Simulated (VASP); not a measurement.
Wanted: the native input for a VASP 6.6.1 run.

```
Task                   : relaxation of the atoms
Functional             : PBE
Dispersion             : D3(BJ)
Potentials or basis    : VASP PAW PBE potentials, release 64 (C, Cl, H)
Cutoff                 : 520 eV
k mesh                 : 1 × 1 × 1
Occupations            : fermi-dirac, width 0.05 eV
Spin                   : no spin polarisation
Dipole correction      : no
Further INCAR settings : LREAL = Auto; ALGO = Normal; EDIFF = 1e-06; IBRION = 2; EDIFFG = -0.3; NSW = 35
```

The structure of H3CCl lies in POSCAR:

```
H3CCl
1.0
    8.7171280000      0.0000000000      0.0000000000
    0.0000000000      8.7171280000      0.0000000000
    0.0000000000      0.0000000000      8.7171280000
C Cl H
8 8 24
Direct
    0.8182886000      0.8868607000      0.8896206000
    0.4890871000      0.4121358000      0.6242664000
    0.4312709000      0.9363135000      0.6985691000
    0.6508391000      0.2048242000      0.0108350000
    0.5261724000      0.7457074000      0.2530289000
    0.9697921000      0.4371720000      0.0935859000
    0.2777975000      0.1860229000      0.3308221000
    0.1187068000      0.6835437000      0.4501890000
    0.9140432000      0.9248121000      1.0655812000
    0.3187370000      0.4699608000      0.7202272000
    0.2867038000      0.9663116000      0.8391815000
    0.6539836000      0.2007975000      0.2146615000
    0.3713601000      0.7071772000      0.1260647000
    0.8829892000      0.5162225000     -0.0731103000
    0.1926592000      0.2182032000      0.5132700000
    0.1012950000      0.8620507000      0.5471603000
    0.7938692000      0.9952023000      0.8326338000
    0.8921401000      0.8164605000      0.8177078000
    0.7118204000      0.8263137000      0.9137094000
    0.4650983000      0.4012030000      0.5022552000
    0.5773272000      0.4984408000      0.6428898000
    0.5263048000      0.3023203000      0.6704949000
    0.5281733000      1.0109196000      0.7235802000
    0.4672471000      0.8168433000      0.7023444000
    0.3845036000      0.9633094000      0.5860269000
    0.6496617000      0.3236792000     -0.0272939000
    0.7527382000      0.1471061000     -0.0323725000
    0.5482444000      0.1460860000     -0.0292379000
    0.4867589000      0.7310183000      0.3705555000
    0.6191418000      0.6659908000      0.2288699000
    0.5648306000      0.8630636000      0.2352875000
    0.9406820000      0.3160015000      0.1007982000
    1.0935714000      0.4509438000      0.0851769000
    0.9268271000      0.4974844000      0.1940753000
    0.3523541000      0.2823065000      0.3033907000
    0.3442397000      0.0804394000      0.3352096000
    0.1875113000      0.1761546000      0.2451908000
    0.0999675000      0.7017824000      0.3281321000
    0.2333190000      0.6380059000      0.4694775000
    0.0332053000      0.6045151000      0.4951964000
```

One way to write it, as run:

INCAR

```
SYSTEM = H3CCl
  PREC = Accurate
  ENCUT = 520
  EDIFF = 1E-6
  ISMEAR = -1
  SIGMA = 0.05
  LREAL = Auto
  LASPH = .True.
  NELM = 80
  ALGO = Normal
  ISIF = 2
  LWAVE = .False.
  LCHARG = .False.
  GGA = PE
  IVDW = 12
  IBRION = 2
  NSW = 35
  EDIFFG = -0.3
```

KPOINTS

```
Automatic mesh
0
Gamma
  1 1 1
  0 0 0
```

Potentials or basis: VASP PAW PBE potentials, release 64 (C, Cl, H).

Launch:

```bash
$ cat potpaw_PBE.64/C/POTCAR potpaw_PBE.64/Cl/POTCAR potpaw_PBE.64/H/POTCAR > POTCAR
$ mpirun -np 1 vasp_gam > vasp.out
```

It gave:

```json
{
 "Energy gained by relaxing": "14.1 meV/atom",
 "Ionic steps": "16",
 "Pressure after relaxing": "-0.1 GPa",
 "Largest force after relaxing": "0.277 eV/Å",
 "Band gap on the k mesh": "5.24 eV",
 "Dispersion energy per atom": "-0.048 eV"
}
```

Caveat: the k points lie up to 0.72 Å⁻¹ apart; the relaxation stopped at a loose force limit of 0.3 eV/Å, so its end isn't a converged minimum.

It took 15 min on 1 thread of Intel(R) Xeon(R) Platinum 8559C (Emerald Rapids), on a shared host, peak memory 0.76 GiB.
